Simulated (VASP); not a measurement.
# Be16B (a cell with a defect) in VASP: further runs

The runs below take Be16B (a cell with a defect) through single point, with LDA.

All numbers are computed with VASP 6.6.1; they aren't measurements. Logs are shortened: lines on timing, memory, paths and dates and some standing lists are left out, and cuts for length are marked.

## (1) The cell of the first run

The cell holds a defect, 17 atoms: a = 4.580 Å, b = 3.966 Å, c = 7.177 Å, α = 90.00°, β = 90.00°, γ = 90.00°.

## (2) Single point, LDA

Input file INCAR:

```
ALGO     = Normal         # electronic algorithm
EDIFF    = 1E-6           # SCF threshold, eV
ENCUT    = 520            # plane-wave cutoff, eV
GGA      = CA             # functional
ISIF     = 2              # what is computed and relaxed
ISMEAR   = -1             # smearing method
LASPH    = T              # aspherical terms in the spheres
LCHARG   = F              # write CHGCAR
LREAL    = Auto         
LWAVE    = F              # write WAVECAR
NBANDS   = 32             # bands
NELM     = 60             # most SCF steps
PREC     = Accurate       # precision mode
SIGMA    = 0.15           # smearing width, eV
```

Input file KPOINTS:

```
k-points
0
Gamma
  5 6 4
```

Input file POSCAR:

```
Be16B
1.0
   -2.2900000000     -3.9663960000      0.0000000000
    3.4350000000     -1.9831980000      0.0000000000
    0.0000000000      0.0000000000      7.1768600000
Be B
16 1
Direct
    0.7552012788      0.5265402994      0.0017143988
    0.5099993630      0.3579902595      0.2477554251
    0.7808590824      0.5292193009      0.5100394880
    0.5051143075      0.4173469473      0.7724456099
    0.4509120056      0.0047617155     -0.0340947155
    0.2563206589      0.8448731613      0.2493203156
    0.5568162194      0.0339362860      0.4667726555
    0.1166427543      0.7605164214      0.7840757657
    0.2363166982      0.4983130244      0.0221251355
   -0.0026105969      0.3345181173      0.2637458443
    0.2750394955      0.4787643216      0.5201174330
    0.0234872528      0.2728185761      0.7689807242
   -0.0329654507      0.0137636442      0.0176355676
    0.7560688950      0.8348744599      0.2458915180
    0.0244309685     -0.0045365596      0.5084007491
    0.7002159074      0.8836280722      0.7341808256
    0.3434580115      0.0505332886      0.6697714599
```

Potentials or basis: VASP PAW LDA potentials, release 64 (Be, B).

Launch:

```sh
cat potpaw_LDA.64/Be/POTCAR potpaw_LDA.64/B/POTCAR > POTCAR
mpirun -np 1 vasp_std > vasp.out
```

OUTCAR:

```text
EDIFF = 1E-6
   ENCUT = 520
   GGA = CA
   ISIF = 2
   ISMEAR = -1
   LASPH = T
   LREAL = Auto
   NELM = 60
   PREC = Accurate

 ion  position               nearest neighbor table
   1  0.755  0.527  0.002-   4 2.05  14 2.14  13 2.17   2 2.20   9 2.21  13 2.26  12 2.30  10 2.31
                             5 2.37   9 2.38
   2  0.510  0.358  0.248-   7 2.04   9 2.12   1 2.20  14 2.20  10 2.24   6 2.25  11 2.28   6 2.34
                            10 2.35   3 2.35  14 2.36
   3  0.781  0.529  0.510-  15 2.16  16 2.17  10 2.17   7 2.24  14 2.25   7 2.27  11 2.27   4 2.31
                            11 2.33   2 2.35
   4  0.505  0.417  0.772-  17 1.79   1 2.05  16 2.07  11 2.11   5 2.16   9 2.20   8 2.24  12 2.28
                             3 2.31  16 2.31
   5  0.451  0.005  0.966-  16 2.07   4 2.16  17 2.19   9 2.23   8 2.23  13 2.25   9 2.27   6 2.31
                             1 2.37
   6  0.256  0.845  0.249-   9 2.13   7 2.21  15 2.22  13 2.23   2 2.25  10 2.28  14 2.29  14 2.29
                             5 2.31   2 2.34  10 2.35
   7  0.557  0.034  0.467-  17 1.76  14 1.99   2 2.04  16 2.11  15 2.17   6 2.21  11 2.22   3 2.24
                             3 2.27
   8  0.117  0.761  0.784-  17 1.75  12 1.98  16 2.00  13 2.07   9 2.07  12 2.08  15 2.23   5 2.23
                             4 2.24  11 2.32
   9  0.236  0.498  0.022-   8 2.07   2 2.12   6 2.13  10 2.15   4 2.20   1 2.21   5 2.23  12 2.25
                             5 2.27  13 2.28   1 2.38  13 2.39
  10  0.997  0.335  0.264-   9 2.15   3 2.17  13 2.18  15 2.22   2 2.24  14 2.27  14 2.28   6 2.28
                            11 2.31   1 2.31   6 2.35   2 2.35
  11  0.275  0.479  0.520-  17 2.03   4 2.11   7 2.22  15 2.24   3 2.27  12 2.28   2 2.28  10 2.31
                             8 2.32   3 2.33  15 2.35
  12  0.023  0.273  0.769-  17 1.85   8 1.98  13 2.08   8 2.08  16 2.15  15 2.17   9 2.25  11 2.28
                             4 2.28   1 2.30
  13  0.967  0.014  0.018-  14 2.03   8 2.07  12 2.08   1 2.17  10 2.18   6 2.23   5 2.25   1 2.26
                             9 2.28   9 2.39
  14  0.756  0.835  0.246-   7 1.99  13 2.03   1 2.14   2 2.20   3 2.25  10 2.27  10 2.28   6 2.29
                             6 2.29  15 2.34   2 2.36
  15  0.024  0.995  0.508-  17 1.88   3 2.16   7 2.17  12 2.17  10 2.22   6 2.22   8 2.23  11 2.24
                            16 2.24  14 2.34  11 2.35
  16  0.700  0.884  0.734-  17 1.82   8 2.00   4 2.07   5 2.07   7 2.11  12 2.15   3 2.17  15 2.24
                             4 2.31
  17  0.343  0.051  0.670-   8 1.75   7 1.76   4 1.79  16 1.82  12 1.85  15 1.88  11 2.03   5 2.19

  LATTYP: Found a simple orthorhombic cell.
 ALAT       =     3.9663962620
 B/A-ratio  =     1.1547004875
 C/A-ratio  =     1.8094157835

  Lattice vectors:

 A1 = (  -3.4350000000,   1.9831980000,   0.0000000000)
 A2 = (  -2.2900000000,  -3.9663960000,   0.0000000000)
 A3 = (   0.0000000000,   0.0000000000,   7.1768600000)

Analysis of symmetry for initial positions (statically):
=====================================================================
 Subroutine PRICEL returns:
 Original cell was already a primitive cell.

 Routine SETGRP: Setting up the symmetry group for a
 simple orthorhombic supercell.

 Subroutine GETGRP returns: Found  1 space group operations
 (whereof  1 operations were pure point group operations)
 out of a pool of  8 trial point group operations.

The static configuration has the point symmetry C_1 .

Analysis of symmetry for dynamics (positions and initial velocities):
=====================================================================
 Subroutine PRICEL returns:
 Original cell was already a primitive cell.

 Routine SETGRP: Setting up the symmetry group for a
 simple orthorhombic supercell.

 Subroutine GETGRP returns: Found  1 space group operations
 (whereof  1 operations were pure point group operations)
 out of a pool of  8 trial point group operations.

The dynamic configuration has the point symmetry C_1 .

 Subroutine INISYM returns: Found  1 space group operations
 (whereof  1 operations are pure point group operations),
 and found     1 'primitive' translations

----------------------------------------------------------------------------------------

                                     Primitive cell

  volume of cell :     130.3755

  direct lattice vectors                    reciprocal lattice vectors
    -2.290000000 -3.966396000  0.000000000    -0.109170306 -0.189088533  0.000000000
     3.435000000 -1.983198000  0.000000000     0.218340611 -0.126059022  0.000000000
     0.000000000  0.000000000  7.176860000     0.000000000  0.000000000  0.139336702

[... 53 lines left out ...]
    -0.021834061 -0.037817707  0.000000000     0.200000000  0.000000000  0.000000000
     0.036390102 -0.021009837  0.000000000    -0.000000000  0.166666667  0.000000000
     0.000000000  0.000000000  0.034834175     0.000000000  0.000000000  0.250000000

  Length of vectors
     0.043668125  0.042019671  0.034834175

  Shift w.r.t. Gamma in fractional coordinates (k-lattice)
     0.000000000  0.000000000  0.000000000

 Subroutine IBZKPT returns following result:
 ===========================================

 Found     62 irreducible k-points:

 Following reciprocal coordinates:
            Coordinates               Weight
  0.000000  0.000000  0.000000      1.000000
  0.200000  0.000000  0.000000      2.000000
  0.400000  0.000000  0.000000      2.000000
  0.000000  0.166667  0.000000      2.000000
  0.200000  0.166667  0.000000      2.000000
 -0.200000  0.166667  0.000000      2.000000
[... 16 lines left out ...]
  0.000000  0.166667 -0.250000      2.000000
  0.200000  0.166667  0.250000      2.000000
 [... further k-points ...]
   k-points           NKPTS =     62   k-points in BZ     NKDIM =     62   number of bands    NBANDS=     32
   number of dos      NEDOS =    301   number of ions     NIONS =     17
   total plane-waves  NPLWV =  58320
   dimension x,y,z NGX =    36 NGY =   30 NGZ =   54
   dimension x,y,z NGXF=    72 NGYF=   60 NGZF=  108
   ions per type =              16   1
   NGX,Y,Z   is equivalent  to a cutoff of  13.07, 12.57, 12.51 a.u.
   NGXF,Y,Z  is equivalent  to a cutoff of  26.13, 25.15, 25.02 a.u.
 SYSTEM =  unknown system
   PREC   = accura    normal or accurate (medium, high low for compatibility)
   ISTART =      0    job   : 0-new  1-cont  2-samecut
   ICHARG =      2    charge: 1-file 2-atom 10-const
   ISPIN  =      1    spin polarized calculation?
   LNONCOLLINEAR =      F non collinear calculations
   LSORBIT =      F    spin-orbit coupling
   LASPH  =      T    aspherical Exc in radial PAW
   ENCUT  =  520.0 eV  38.22 Ry    6.18 a.u.   8.52  7.37 13.34*2*pi/ulx,y,z
   NELM   =     60;   NELMIN=  2; NELMDL= -5     # of ELM steps
   EDIFF  = 0.1E-05   stopping-criterion for ELM
   LREAL  =      T    real-space projection
   EDIFFG = 0.1E-04   stopping-criterion for IOM
   NSW    =      0    number of steps for IOM
   IBRION =     -1    ionic relax: 0-MD 1-quasi-New 2-CG
   NFREE  =      0    steps in history (QN), initial steepest desc. (CG)
   ISIF   =      2    stress and relaxation
   ISYM   =      2    0-nonsym 1-usesym 2-fastsym
   POTIM  = 0.5000    time-step for ionic-motion
   TEBEG  =    0.0;   TEEND  =   0.0 temperature during run
   PSTRESS=    0.0 pullay stress
   NELECT =      35.0000    total number of electrons
   NUPDOWN=      -1.0000    fix difference up-down
   EMIN   =  10.00;   EMAX   =-10.00  energy-range for DOS
   EFERMI =   0.00;   METHOD = LEGACY
   ISMEAR =    -1;   SIGMA  =   0.15  broadening in eV -4-tet -1-fermi 0-gaus
   EFERMI_NEDOS =   21; number of points for ismear=-14 and -15
   IALGO  =     38    algorithm
   IMIX   =      4    mixing-type and parameters
     AMIX     =   0.40;   BMIX     =  1.00
     AMIX_MAG =   1.60;   BMIX_MAG =  1.00
  volume/ion in A,a.u.               =       7.67        51.75
  Fermi-wavevector in a.u.,A,eV,Ry     =   1.056085  1.995711 15.174786  1.115315
  Thomas-Fermi vector in A             =   2.191307
   LORBIT       =      0    0 simple, 1 ext, 2 COOP (PROOUT), +10 PAW based schemes
   GGA     = CA    functional components
   LHFCALC =     F    Hartree Fock is set to
   AEXX    =    0.0000 exact exchange contribution
   IVDW    =     0    specifies the selected vdW correction
   LEPSILON=     F    determine dielectric tensor
   LRPA    =     F    only Hartree local field effects (RPA)
 non-spin polarized calculation
  energy-cutoff  :      520.00
  volume of cell :      130.38
 maximum number of plane-waves:      3532
 NGX is ok and might be reduce to    36
   NGX = 17   NGY = 15   NGZ = 27

 number of electron      35.0000000 magnetization

 Free energy of the ion-electron system (eV)
  ---------------------------------------------------
  ext. energy  EPLUGINS =         0.00000000
  ---------------------------------------------------
  free energy    TOTEN  =       -71.42659016 eV

  energy without entropy =      -71.23256773  energy(sigma->0) =      -71.32957894

 E-fermi :   7.0716     XC(G=0): -10.7517

 val. band max:        7.0449134189   @ k =   0.2000   0.1667   0.5000
 cond. band min:       7.0813124929   @ k =  -0.2000   0.1667   0.0000
 fundamental gap:      0.0363990740
 Fermi energy:         7.0715731128

 k-point     1 :       0.0000    0.0000    0.0000
  band No.  band energies     occupation
      1      -5.0555      2.00000
      2      -2.7975      2.00000
      3      -2.3586      2.00000
      4       0.0950      2.00000
      5       0.4317      2.00000
      6       1.4383      2.00000
[... 757 lines left out ...]
     28      11.8627      0.00000
     29      12.2880      0.00000

 [... further k-points ...]

 [bands above 29 left out]

------------------------ aborting loop because EDIFF is reached ----------------------------------------

  FORCE on cell =-STRESS in cart. coord.  units (eV):
  Direction    XX          YY          ZZ          XY          YZ          ZX
  --------------------------------------------------------------------------------------
  -------------------------------------------------------------------------------------
  Total       -0.1075688      4.7370012      3.3823207     -1.4391998      6.9849969      2.8736916
  in kB       -1.3219067     58.2127414     41.5651490    -17.6862450     85.8382341     35.3146342
  external PRESSURE =      32.8186612 kB  Pullay stress =       0.0000000 kB

 VOLUME and BASIS-vectors are now :
 -----------------------------------------------------------------------------
  energy-cutoff  :      520.00
  volume of cell :      130.38
      direct lattice vectors                 reciprocal lattice vectors
    -2.290000000 -3.966396000  0.000000000    -0.109170306 -0.189088533  0.000000000
     3.435000000 -1.983198000  0.000000000     0.218340611 -0.126059022  0.000000000
     0.000000000  0.000000000  7.176860000     0.000000000  0.000000000  0.139336702

 POSITION                                       TOTAL-FORCE (eV/Angst)
 -----------------------------------------------------------------------------------
      0.07925     -4.03966      0.01230         0.011350     -0.040705     -0.049255
      0.06180     -2.73283      1.77811         0.040535     -0.026792      0.000030
      0.02970     -4.14674      3.66048         0.011012     -0.014715     -0.003485
      0.27687     -2.83117      5.54373         0.054336     -0.006136     -0.025158
     -1.01623     -1.79794      6.93217         0.055121      0.024760     -0.082519
      2.31517     -2.69222      1.78934         0.023916     -0.036276      0.010625
[... 9 lines left out ...]
      1.43177     -4.52974      5.26911         0.094062      0.038645     -0.054103
     -0.61294     -1.46251      4.80686        -0.273266     -0.008113      0.098743
 -----------------------------------------------------------------------------------
    total drift:                                0.000234      0.001932      0.000754

  FREE ENERGIE OF THE ION-ELECTRON SYSTEM (eV)
  ---------------------------------------------------
  free  energy   TOTEN  =       -71.4265901556 eV

  energy  without entropy=      -71.2325677276  energy(sigma->0) =      -71.32957894
```

It took 6.6 min on 1 thread of Oxide Virtual Turin-like, shared host; peak memory 0.26 GiB.

Results:

| Quantity | Value |
| --- | --- |
| Free energy | -71.4266 eV |
| Pressure | 3.3 GPa |
| Largest force | 0.291 eV/Å |
| Band gap on the k mesh | zero (an odd number of electrons rules out a gap without spin polarisation) |

Forces on the atoms (eV/Å):
```
Be   0.011 -0.041 -0.049
Be   0.041 -0.027  0.000
Be   0.011 -0.015 -0.003
Be   0.054 -0.006 -0.025
Be   0.055  0.025 -0.083
Be   0.024 -0.036  0.011
Be   0.009 -0.064 -0.046
Be   0.068  0.252  0.026
Be   0.010 -0.013  0.003
Be   0.010 -0.018  0.035
Be  -0.010  0.006  0.120
Be  -0.127 -0.023 -0.060
Be   0.036 -0.004  0.027
Be   0.005 -0.023 -0.018
Be  -0.017 -0.042  0.017
Be   0.094  0.039 -0.054
B   -0.273 -0.008  0.099
```

Stress tensor (GPa, compression positive):
```
-0.13 -1.77  3.53
-1.77  5.82  8.58
 3.53  8.58  4.16
```

## (3) Single point, LDA

Input file INCAR:

```
PREC = Accurate
ENCUT = 520
EDIFF = 1E-6
ISMEAR = -1
SIGMA = 0.15
LREAL = Auto
LASPH = True
NELM = 60
ALGO = Normal
ISIF = 2
LWAVE = False
LCHARG = False
NBANDS = 32
```

Input file KPOINTS:

```
regular mesh
0
Gamma
  5 6 4
```

Input file POSCAR:

```
Be16B
1.0
   -2.2900000000     -3.9663960000      0.0000000000
    3.4350000000     -1.9831980000      0.0000000000
    0.0000000000      0.0000000000      7.1768600000
Be B
16 1
Direct
    0.7765051153      0.5303798294     -0.0010889163
    0.5234399692      0.3762412022      0.2563180834
    0.7784514451      0.5322354612      0.5112259400
    0.5259245491      0.3350114170      0.7581907687
    0.5276319565      0.0430681748      0.0162101532
    0.2758473762      0.8676592406      0.2519569840
    0.5470663362      0.0565804687      0.4887330950
    0.0387620422      0.7236556264      0.7637954481
    0.2772548329      0.5309195247      0.0049142661
    0.0205500925      0.3591119976      0.2574805695
    0.2824388240      0.5381836701      0.5298650106
   -0.0309882426      0.2347126417      0.7528637872
    0.0170890376      0.0057251517      0.0180029985
    0.7720354166      0.8546856198      0.2544244976
    0.0107848410      0.0045875650      0.4943426512
    0.6224040289      0.8306725549      0.7498974482
    0.2895766462      0.0114362503      0.6813096535
```

Potentials or basis: VASP PAW LDA potentials, release 64 (Be, B).

Launch:

```sh
cat potpaw_LDA.64/Be/POTCAR potpaw_LDA.64/B/POTCAR > POTCAR
mpirun -np 1 vasp_std > vasp.out
```

It took 8.5 min on 1 thread of Oxide Virtual Turin-like, shared host; peak memory 0.25 GiB.

Results (log left out):

* Free energy: -71.1797 eV
* Pressure: 3.5 GPa
* Largest force: 0.881 eV/Å
* Band gap on the k mesh: zero (an odd number of electrons rules out a gap without spin polarisation)

Forces in eV/Å, atoms in the order of the input:
```
Be   0.004  0.027  0.031
Be  -0.005  0.001  0.050
Be  -0.010 -0.013  0.026
Be   0.016  0.001  0.084
Be   0.012  0.122 -0.019
Be  -0.005 -0.001 -0.002
Be  -0.006 -0.112 -0.018
Be   0.005  0.006  0.152
Be   0.013  0.034  0.191
Be  -0.006  0.002  0.070
Be  -0.012 -0.022  0.173
Be   0.007 -0.023  0.028
Be   0.006 -0.007  0.050
Be  -0.002 -0.002  0.024
Be  -0.001  0.006  0.058
Be   0.001 -0.018 -0.017
B   -0.016  0.000 -0.881
```

Stress tensor (GPa, compression positive):
```
 3.93  1.22 -1.17
 1.22  6.82  2.62
-1.17  2.62 -0.18
```

Levels at points of the mesh, in eV from the Fermi level:
| k point | band 13 | band 14 | band 15 | band 16 | band 17 | band 18 | band 19 | band 20 | band 21 | band 22 |
| --- | --- | --- | --- | --- | --- | --- | --- | --- | --- | --- |
| (0.00, 0.00, 0.00) | -4.00 | -3.53 | -1.83 | -1.17 | -0.70 | 0.50 | 0.73 | 0.88 | 1.36 | 1.70 |
| (0.00, 0.50, 0.00) | -3.82 | -3.64 | -2.78 | -2.37 | -1.74 | -0.29 | -0.01 | 0.62 | 0.97 | 1.13 |
| (0.00, 0.00, 0.50) | -3.18 | -2.61 | -2.15 | -1.57 | -1.32 | 0.70 | 0.90 | 1.55 | 1.84 | 2.07 |
| (0.00, 0.50, 0.50) | -4.47 | -4.20 | -3.47 | -3.27 | -1.26 | 0.02 | 1.30 | 1.85 | 2.17 | 2.20 |

## (4) Single point, LDA

Input file INCAR:

```
  PREC = Accurate
  ENCUT = 520
  EDIFF = 1E-6
  ISMEAR = -1
  SIGMA = 0.15
  LREAL = Auto
  LASPH = T
  NELM = 100
  ALGO = Normal
  ISIF = 2
  LWAVE = F
  LCHARG = F
  NBANDS = 32
```

Input file KPOINTS:

```
Automatic mesh
0
Gamma
  5 6 4
```

Input file POSCAR:

```
Be16B
1.0
   -2.2900000000     -3.9663960000      0.0000000000
    3.4350000000     -1.9831980000      0.0000000000
    0.0000000000      0.0000000000      7.1768600000
Be B
16 1
Direct
    0.7792831699      0.5326691293     -0.0041816338
    0.5224942423      0.3756916492      0.2508404790
    0.7743590263      0.5300486667      0.5079179474
    0.5261365693      0.3383207405      0.7478897457
    0.5492502453      0.0563251999      0.0193428602
    0.2743595850      0.8664536972      0.2547718640
    0.5217436447      0.0416605375      0.4918443442
    0.0434718616      0.7252147199      0.7421369513
    0.2817172552      0.5314889416     -0.0229316163
    0.0192640366      0.3578851947      0.2488639879
    0.2739353374      0.5293717388      0.5005459212
   -0.0271717692      0.2366621975      0.7534466326
    0.0117123281      0.0033427165      0.0117784101
    0.7707764331      0.8539880733      0.2527924468
    0.0124535737      0.0058406649      0.4883354280
    0.6272458065      0.8338011344      0.7576600352
    0.2932106640      0.0131057993      0.8269537096
```

Launch:

```sh
cat potpaw_LDA.64/Be/POTCAR potpaw_LDA.64/B/POTCAR > POTCAR
mpirun -np 1 vasp_std > vasp.out
```

Run time: 6.6 min. Hardware: 1 thread of Oxide Virtual Turin-like, shared host; peak memory 0.25 GiB.

The run converged. Its results:

| Property | Result |
| --- | --- |
| Free energy | -71.1981 eV |
| Pressure | 3.5 GPa |
| Largest force | 0.857 eV/Å |
| Band gap on the k mesh | zero (an odd number of electrons rules out a gap without spin polarisation) |

Forces on the atoms (eV/Å):
```
Be  -0.006 -0.009 -0.031
Be   0.000  0.004 -0.044
Be  -0.005  0.016 -0.036
Be   0.011 -0.009 -0.067
Be   0.004 -0.100 -0.002
Be  -0.004  0.006  0.002
Be   0.005  0.110  0.009
Be   0.009 -0.007 -0.138
Be   0.013 -0.027 -0.172
Be  -0.003  0.008 -0.069
Be  -0.010  0.041 -0.192
Be   0.003 -0.023 -0.023
Be   0.009  0.020 -0.050
Be   0.000  0.001 -0.025
Be   0.001 -0.005 -0.054
Be   0.001 -0.022  0.035
B   -0.029 -0.004  0.857
```

Stress tensor (GPa, compression positive):
```
 3.55  1.06  0.90
 1.06  6.71 -3.37
 0.90 -3.37  0.11
```

Levels at points of the mesh, in eV from the Fermi level:
```
           k point  band 13  band 14  band 15  band 16  band 17  band 18  band 19  band 20  band 21  band 22
(0.00, 0.00, 0.00)    -3.99    -3.53    -1.83    -1.15    -0.73     0.51     0.74     0.88     1.36     1.71
(0.00, 0.50, 0.00)    -3.83    -3.63    -2.78    -2.38    -1.76    -0.27     0.00     0.63     0.98     1.11
(0.00, 0.00, 0.50)    -3.17    -2.62    -2.13    -1.58    -1.31     0.68     0.88     1.56     1.81     2.08
(0.00, 0.50, 0.50)    -4.46    -4.19    -3.47    -3.28    -1.29     0.06     1.28     1.84     2.16     2.20
```

(Continued in part 2 of 2.)

The gap in the log of VASP goes by the Fermi energy; the results here count the filled bands.